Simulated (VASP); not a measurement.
# CsMoPb4 (F-43m) in VASP: further runs

Runs on CsMoPb4. Level: PBE. Tasks: single point.

Program: VASP 6.6.1. These are calculated values, not measurements. Logs are shortened: lines on timing, memory, paths and dates and some standing lists are left out, and cuts for length are marked.

**1. The cell of the first run**

The structure is cubic, space group F-43m (No. 216). The conventional cell has a = 9.409 Å, b = 9.409 Å, c = 9.409 Å, α = 90.00°, β = 90.00°, γ = 90.00°. Within 5.1 Å of Cs (site symmetry -43m) lie 12 Pb at 3.90 Å and 4 Mo at 4.07 Å. Mo (site symmetry -43m) has 12 Pb at 3.90 Å and 4 Cs at 4.07 Å within 5.1 Å. Within 4.4 Å of Pb (site symmetry 3m) lie 6 Pb at 3.32 to 3.33 Å and 3 Cs at 3.90 Å and 3 Mo at 3.90 Å.

The cell was built from a structure type or drawn by symmetry, and may not be a known phase.

**2. Single point, PBE**

INCAR reads:

```
ALGO = Normal
EDIFF = 1E-6
ENCUT = 520
GGA = PE
ISIF = 2
ISMEAR = 0
LASPH = T
LCHARG = T
LELF = T
LREAL = F
LVHAR = T
LWAVE = F
NBANDS = 48
NELM = 60
PREC = Accurate
SIGMA = 0.1
```

KPOINTS reads:

```
k-points
0
Gamma
  4 4 4
```

POSCAR reads:

```
CsMoPb4
1.0
    0.0000000000      4.7045291700      4.7045291700
    4.7045291700      0.0000000000      4.7045291700
    4.7045291700      4.7045291700      0.0000000000
Cs Mo Pb
1 1 4
Direct
    0.5000000000      0.5000000000      0.5000000000
    0.2500000000      0.2500000000      0.2500000000
    0.8747362000      0.3757914000      0.8747362000
    0.8747362000      0.8747362000      0.3757914000
    0.8747362000      0.8747362000      0.8747362000
    0.3757914000      0.8747362000      0.8747362000
```

Potentials or basis: VASP PAW PBE potentials, release 64 (Cs_sv, Mo_sv, Pb_d).

The run is started by

```bash
$ cat potpaw_PBE.64/Cs_sv/POTCAR potpaw_PBE.64/Mo_sv/POTCAR potpaw_PBE.64/Pb_d/POTCAR > POTCAR
$ mpirun -np 1 vasp_std > vasp.out
```

OUTCAR:

```text
EDIFF = 1E-6
   ENCUT = 520
   GGA = PE
   ISIF = 2
   ISMEAR = 0
   LASPH = T
   LREAL = F
   NELM = 60
   PREC = Accurate

 ion  position               nearest neighbor table
   1  0.500  0.500  0.500-
   2  0.250  0.250  0.250-
   3  0.875  0.376  0.875-   4 3.32   5 3.32   6 3.32   6 3.33   4 3.33   5 3.33
   4  0.875  0.875  0.376-   3 3.32   5 3.32   6 3.32   3 3.33   6 3.33   5 3.33
   5  0.875  0.875  0.875-   3 3.32   4 3.32   6 3.32   6 3.33   3 3.33   4 3.33
   6  0.376  0.875  0.875-   3 3.32   4 3.32   5 3.32   3 3.33   4 3.33   5 3.33

  LATTYP: Found a face centered cubic cell.
 ALAT       =     9.4090583400

  Lattice vectors:

 A1 = (   0.0000000000,   4.7045291700,   4.7045291700)
 A2 = (   4.7045291700,   0.0000000000,   4.7045291700)
 A3 = (   4.7045291700,   4.7045291700,   0.0000000000)

Analysis of symmetry for initial positions (statically):
=====================================================================
 Subroutine PRICEL returns:
 Original cell was already a primitive cell.

 Routine SETGRP: Setting up the symmetry group for a
 face centered cubic supercell.

 Subroutine GETGRP returns: Found 24 space group operations
 (whereof 24 operations were pure point group operations)
 out of a pool of 48 trial point group operations.

The static configuration has the point symmetry T_d .

Analysis of symmetry for dynamics (positions and initial velocities):
=====================================================================
 Subroutine PRICEL returns:
 Original cell was already a primitive cell.

 Routine SETGRP: Setting up the symmetry group for a
 face centered cubic supercell.

 Subroutine GETGRP returns: Found 24 space group operations
 (whereof 24 operations were pure point group operations)
 out of a pool of 48 trial point group operations.

The dynamic configuration has the point symmetry T_d .

 Subroutine INISYM returns: Found 24 space group operations
 (whereof 24 operations are pure point group operations),
 and found     1 'primitive' translations

----------------------------------------------------------------------------------------

                                     Primitive cell

  volume of cell :     208.2469

  direct lattice vectors                    reciprocal lattice vectors
[... 78 lines left out ...]
   EDIFF  = 0.1E-05   stopping-criterion for ELM
   LREAL  =      F    real-space projection
   EDIFFG = 0.1E-04   stopping-criterion for IOM
   NSW    =      0    number of steps for IOM
   IBRION =     -1    ionic relax: 0-MD 1-quasi-New 2-CG
   NFREE  =      0    steps in history (QN), initial steepest desc. (CG)
   ISIF   =      2    stress and relaxation
   ISYM   =      2    0-nonsym 1-usesym 2-fastsym
   POTIM  = 0.5000    time-step for ionic-motion
   TEBEG  =    0.0;   TEEND  =   0.0 temperature during run
   PSTRESS=    0.0 pullay stress
   NELECT =      79.0000    total number of electrons
   NUPDOWN=      -1.0000    fix difference up-down
   EMIN   =  10.00;   EMAX   =-10.00  energy-range for DOS
   EFERMI =   0.00;   METHOD = LEGACY
   ISMEAR =     0;   SIGMA  =   0.10  broadening in eV -4-tet -1-fermi 0-gaus
   EFERMI_NEDOS =   21; number of points for ismear=-14 and -15
   IALGO  =     38    algorithm
   IMIX   =      4    mixing-type and parameters
     AMIX     =   0.40;   BMIX     =  1.00
     AMIX_MAG =   1.60;   BMIX_MAG =  1.00
  volume/ion in A,a.u.               =      34.71       234.22
  Fermi-wavevector in a.u.,A,eV,Ry     =   1.185107  2.239528 19.109103  1.404479
  Thomas-Fermi vector in A             =   2.321308
   LORBIT       =      0    0 simple, 1 ext, 2 COOP (PROOUT), +10 PAW based schemes
   GGA     = PE    functional components
   LHFCALC =     F    Hartree Fock is set to
   AEXX    =    0.0000 exact exchange contribution
   IVDW    =     0    specifies the selected vdW correction
   LEPSILON=     F    determine dielectric tensor
   LRPA    =     F    only Hartree local field effects (RPA)
 non-spin polarized calculation
 Gauss-broadening in eV      SIGMA  =   0.10
  energy-cutoff  :      520.00
  volume of cell :      208.25
 maximum number of plane-waves:      5658
 NGX is ok and might be reduce to    50
   NGX = 25   NGY = 25   NGZ = 25

 number of electron      78.9999984 magnetization

 Free energy of the ion-electron system (eV)
  ---------------------------------------------------
  ext. energy  EPLUGINS =         0.00000000
  ---------------------------------------------------
  free energy    TOTEN  =       -20.43645667 eV

  energy without entropy =      -20.37021895  energy(sigma->0) =      -20.40333781

 E-fermi :   5.1979     XC(G=0):  -9.4649

 val. band max:        5.1968535271   @ k =   0.5000   0.2500   0.0000
 cond. band min:       5.2124767219   @ k =   0.2500   0.2500   0.0000
 fundamental gap:      0.0156231948
 Fermi energy:         5.1979162716

 k-point     1 :       0.0000    0.0000    0.0000
  band No.  band energies     occupation
      1     -55.6350      2.00000
      2     -29.7025      2.00000
      3     -29.7025      2.00000
      4     -29.7025      2.00000
      5     -16.6823      2.00000
      6     -12.0520      2.00000
[... 397 lines left out ...]
     47       8.0726      0.00000
     48       8.3781      0.00000

------------------------ aborting loop because EDIFF is reached ----------------------------------------

  FORCE on cell =-STRESS in cart. coord.  units (eV):
  Direction    XX          YY          ZZ          XY          YZ          ZX
  --------------------------------------------------------------------------------------
  -------------------------------------------------------------------------------------
  Total       -2.6052268     -2.6052268     -2.6052268      0.0000000     -0.0000000      0.0000000
  in kB      -20.0436875    -20.0436875    -20.0436875      0.0000000     -0.0000000      0.0000000
  external PRESSURE =     -20.0436875 kB  Pullay stress =       0.0000000 kB

 VOLUME and BASIS-vectors are now :
 -----------------------------------------------------------------------------
  energy-cutoff  :      520.00
  volume of cell :      208.25
      direct lattice vectors                 reciprocal lattice vectors
     0.000000000  4.704529170  4.704529170    -0.106280561  0.106280561  0.106280561
     4.704529170  0.000000000  4.704529170     0.106280561 -0.106280561  0.106280561
     4.704529170  4.704529170  0.000000000     0.106280561  0.106280561 -0.106280561

 POSITION                                       TOTAL-FORCE (eV/Angst)
 -----------------------------------------------------------------------------------
      4.70453      4.70453      4.70453        -0.000000      0.000000      0.000000
      2.35226      2.35226      2.35226        -0.000000      0.000000      0.000000
      5.88314      8.23044      5.88314        -0.199683      0.199683     -0.199683
      5.88314      5.88314      8.23044        -0.199683     -0.199683      0.199683
      8.23044      8.23044      8.23044         0.199683      0.199683      0.199683
      8.23044      5.88314      5.88314         0.199683     -0.199683     -0.199683
 -----------------------------------------------------------------------------------
    total drift:                                0.000000      0.000000      0.000000

  FREE ENERGIE OF THE ION-ELECTRON SYSTEM (eV)
  ---------------------------------------------------
  free  energy   TOTEN  =       -20.4364566699 eV

  energy  without entropy=      -20.3702189534  energy(sigma->0) =      -20.40333781
```

stdout:

```text
POSCAR found type information on POSCAR CsMoPb
 POSCAR found :  3 types and       6 ions
 scaLAPACK will be used
 LDA part: xc-table for (Slater+PW92), standard interpolation
 POSCAR, INCAR and KPOINTS ok, starting setup
 FFT: planning ... GRIDC
 FFT: planning ... GRID_SOFT
 FFT: planning ... GRID
 WAVECAR not read
 entering main loop
```

It took 1.8 min on 1 thread of Intel Xeon Platinum 8259CL at 2.50GHz (Skylake/Cascade Lake), shared host; peak memory 0.38 GiB.

What came out:

```yaml
Free_energy: -20.4365 eV
Pressure: -2.0 GPa
Largest_force: 0.346 eV/Å
Band_gap_on_the_k_mesh: zero (an odd number of electrons rules out a gap without spin polarisation)
```

Forces on the atoms (eV/Å):
```
Cs   0.000  0.000  0.000
Mo   0.000  0.000  0.000
Pb  -0.200  0.200 -0.200
Pb  -0.200 -0.200  0.200
Pb   0.200  0.200  0.200
Pb   0.200 -0.200 -0.200
```

Caveat: spin-orbit coupling is left out, which moves the levels of the heavy elements.

**3. Single point, PBE, collinear spin**

INCAR reads:

```
SYSTEM = CsMoPb4
ALGO     = Fast           ! electronic algorithm
EDIFF    = 1E-7           ! SCF threshold, eV
ENCUT    = 520            ! plane-wave cutoff, eV
GGA      = PE             ! functional
ISIF     = 2              ! what is computed and relaxed
ISMEAR   = 0              ! smearing method
ISPIN    = 2              ! spin polarisation
LASPH    = .True.         ! aspherical terms in the spheres
LCHARG   = .False.        ! write CHGCAR
LMAXMIX  = 4              ! l up to which the mixer works
LORBIT   = 11             ! projections on sites
LREAL    = .False.        ! projectors in reciprocal space
LWAVE    = .False.        ! write WAVECAR
MAGMOM   = 0 1 0 0 0 0    ! initial moments
NBANDS   = 52             ! bands
NELM     = 150            ! most SCF steps
PREC     = Accurate       ! precision mode
SIGMA    = 0.1            ! smearing width, eV
```

KPOINTS reads:

```
k-points
0
Gamma
  4 4 4
  0 0 0
```

POSCAR is that of step 2.

Potentials or basis: VASP PAW PBE potentials, release 64 (Cs_sv, Mo_sv, Pb_d).

The run is started by

```bash
$ cat potpaw_PBE.64/Cs_sv/POTCAR potpaw_PBE.64/Mo_sv/POTCAR potpaw_PBE.64/Pb_d/POTCAR > POTCAR
$ mpirun -np 1 vasp_std > vasp.out
```

Wall time 6.2 min (1 thread of Intel Xeon Platinum 8259CL at 2.50GHz (Skylake/Cascade Lake), shared host); peak memory 0.51 GiB.

Results (log left out):

| Quantity | Value |
| --- | --- |
| Free energy | -21.6129 eV |
| Pressure | 0.0 GPa |
| Largest force | 0.144 eV/Å |
| Net moment | 3.42 μB per cell |
| Site moments | Cs -0.00; Mo +3.44; Pb -0.09 μB |
| Valence electrons inside the program's atomic spheres | Cs 6.59; Mo 12.04; Pb 11.97 |

Forces on the atoms (eV/Å):
```
Cs   0.000  0.000  0.000
Mo   0.000  0.000  0.000
Pb  -0.083  0.083 -0.083
Pb  -0.083 -0.083  0.083
Pb   0.083  0.083  0.083
Pb   0.083 -0.083 -0.083
```

Levels at points of the mesh, in eV from the Fermi level:
Spin up:
```tsv
k point	band 37	band 38	band 39	band 40	band 41	band 42	band 43	band 44	band 45	band 46
(0.00, 0.00, 0.00)	-2.24	-2.24	-1.00	-1.00	-1.00	-0.87	0.17	0.17	2.99	2.99
(0.50, 0.00, 0.00)	-1.43	-1.40	-1.12	-1.09	-1.09	0.41	0.41	1.18	1.26	1.38
(0.50, 0.50, 0.00)	-1.51	-1.29	-0.99	0.11	0.24	0.24	0.52	0.68	0.90	0.90
```
Spin down:
| k point | band 35 | band 36 | band 37 | band 38 | band 39 | band 40 | band 41 | band 42 |
| --- | --- | --- | --- | --- | --- | --- | --- | --- |
| (0.00, 0.00, 0.00) | -2.46 | -2.46 | -1.74 | -1.74 | 0.44 | 1.46 | 1.46 | 1.46 |
| (0.50, 0.00, 0.00) | -1.90 | -0.54 | -0.13 | -0.13 | 0.21 | 0.21 | 0.93 | 1.16 |
| (0.50, 0.50, 0.00) | -0.18 | -0.02 | -0.02 | 0.04 | 0.33 | 0.42 | 0.57 | 0.57 |

Caveat: spin-orbit coupling is left out, which moves the levels of the heavy elements.
